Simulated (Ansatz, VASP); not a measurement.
# InGa3P4: VASP beside Ansatz

```
In Ga P
1.0
     3.72451   -5.26775    0.00000
     3.72451    5.26775    0.00000
     0.00000    0.00000    3.71059
In Ga P
1 3 4
Direct
  0.00000 0.00000 0.50000
  0.00000 0.50000 0.00000
  0.50000 0.50000 0.50000
  0.50000 0.00000 0.00000
  0.73425 0.73425 0.00000
  0.74283 0.25717 0.50000
  0.25717 0.74283 0.50000
  0.26575 0.26575 0.00000
```

Alike in both runs: functional PBE; k mesh 6 × 6 × 10; occupations gaussian, width 0.1 eV; no spin polarisation.

Ansatz relaxed the structure, and its values are those at the end. VASP's run is a single point on that final structure, the one shown.

|  | VASP | Ansatz |
| --- | --- | --- |
| version | VASP 6.6.1 | Ansatz 0.2.0 |
| potentials or method | VASP PAW PBE potentials, release 64 (In_d, Ga_d, P), cutoff 520 eV | scalar-relativistic, plane waves, PAW |
| valence electrons in the cell | 72 | 72 |

```csv
,VASP,Ansatz,Ansatz less VASP
gap on the k mesh at the Fermi level (eV),none,none,-
pressure (GPa),0.0,0.0,-0.02
```

A gap of «none» marks a metal or a gap that the smearing closes. With one functional, cell and mesh, what is left measures potentials, basis and numerics.
